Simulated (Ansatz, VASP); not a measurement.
## Two plane-wave programs on Ir

File INCAR:

```
  PREC = Accurate
  ENCUT = 520
  EDIFF = 1E-7
  ISMEAR = 0
  SIGMA = 0.15
  LREAL = F
  LASPH = T
  NELM = 100
  ALGO = Normal
  ISIF = 2
  LWAVE = F
  LCHARG = F
  GGA = CA
  NBANDS = 10
```

KPOINTS

```
regular mesh
0
Gamma
  20 20 20
```

Contents of POSCAR:

```
Ir
1.0
    0.0000000000      1.9054048527      1.9054048527
    1.9054048527      0.0000000000      1.9054048527
    1.9054048527      1.9054048527      0.0000000000
Ir
1
Direct
    0.0000000000      0.0000000000      0.0000000000
```

Input for Ansatz:

```yaml
crystal:
  lattice:
    - [0.0, 1.9054048527, 1.9054048527]
    - [1.9054048527, 0.0, 1.9054048527]
    - [1.9054048527, 1.9054048527, 0.0]
  atoms:
    - { symbol: Ir, position: [0.0, 0.0, 0.0] }
basis:
  ecutwfc: 420
kpoints:
  mp_grid: { grid: [20, 20, 20] }
hamiltonian:
  xc: lda
scf:
  occupations: { method: gaussian, width: 0.15 }
output:
  forces: true
  stress: true
  eigenvalues: true
  write_density: true
  write_potential: true
  elf: true
  volumetric_format: npy
```

Alike in both runs: task single point; functional LDA; k mesh 20 × 20 × 20; occupations gaussian, width 0.15 eV; no spin polarisation.

```csv
,VASP,Ansatz
version,VASP 6.6.1,Ansatz 0.2.0
potentials or method,"VASP PAW LDA potentials, release 64 (Ir), cutoff 520 eV","scalar-relativistic, plane waves, PAW"
valence electrons in the cell,9,17
```

|  | VASP | Ansatz | Ansatz less VASP |
| --- | --- | --- | --- |
| gap on the k mesh at the Fermi level (eV) | none | none | - |
| pressure (GPa) | 2.6 | 0.0 | -2.60 |

LDA's correlation is that of Perdew and Zunger in VASP and of Perdew and Wang (1992) in Ansatz. A gap of «none» marks a metal or a gap that the smearing closes. VASP's potentials hold 9 valence electrons a cell and Ansatz's 17, so a difference there can come from the potentials and not from the codes.

Spin-orbit coupling is off throughout.
